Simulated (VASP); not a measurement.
**BN: single point with PBE**

BN:

```
B N
1.0
     4.38950    0.00000    0.00000
     0.00000    4.38950    0.00000
     0.00000    0.00000    2.62570
B N
4 4
Direct
  0.17428 0.82572 0.50000
  0.32572 0.32572 0.00000
  0.67428 0.67428 0.00000
  0.82572 0.17428 0.50000
  0.81261 0.81261 0.50000
  0.31261 0.68739 0.00000
  0.68739 0.31261 0.00000
  0.18739 0.18739 0.50000
```

```yaml
Program: VASP 6.6.1
Task: single point
Functional: PBE
Potentials_or_basis: VASP PAW PBE potentials, release 64 (B, N)
Cutoff: 520 eV
k_mesh: 6 × 6 × 10
Occupations: gaussian, width 0.05 eV
Spin: no spin polarisation
Dipole_correction: no
Further_INCAR_settings: ALGO = Normal; EDIFF = 1e-06; NBANDS = 26
```

```json
{
 "Pressure": "-5.3 GPa",
 "Largest force": "0.302 eV/Å",
 "Band gap on the k mesh": "4.77 eV, indirect (least direct gap 5.79 eV)"
}
```

Forces in eV/Å, atoms in the order of the input:
```
B    0.052 -0.052  0.000
B   -0.052 -0.052  0.000
B    0.052  0.052  0.000
B   -0.052  0.052  0.000
N   -0.214 -0.214  0.000
N   -0.214  0.214  0.000
N    0.214 -0.214  0.000
N    0.214  0.214  0.000
```

Stress tensor (GPa, compression positive):
```
  4.67   0.00   0.00
  0.00   4.67   0.00
  0.00   0.00 -25.12
```

Levels at points of the mesh, in eV from the valence-band top:
```csv
k point,band 13,band 14,band 15,band 16,band 17,band 18,band 19,band 20
"(0.00, 0.00, 0.00)",-0.61,-0.47,0.00,0.00,6.03,6.88,8.54,8.75
"(0.50, 0.00, 0.00)",-1.66,-1.66,-1.33,-1.33,7.12,7.12,8.28,8.28
"(0.50, 0.50, 0.00)",-2.77,-2.77,-2.41,-2.41,7.46,7.46,7.52,7.52
"(0.00, 0.00, 0.50)",-4.10,-4.10,-3.44,-3.44,6.46,6.46,10.28,10.28
"(0.50, 0.00, 0.50)",-3.68,-3.68,-2.06,-2.06,6.83,6.83,8.85,8.85
"(0.50, 0.50, 0.50)",-3.10,-3.10,-2.45,-2.45,6.21,6.21,7.08,7.08
```

Wall time 26 s on 1 thread of Intel(R) Xeon(R) 6975P-C (Granite Rapids) (shared host), peak memory 0.19 GiB.

A k mesh can miss the band edges.
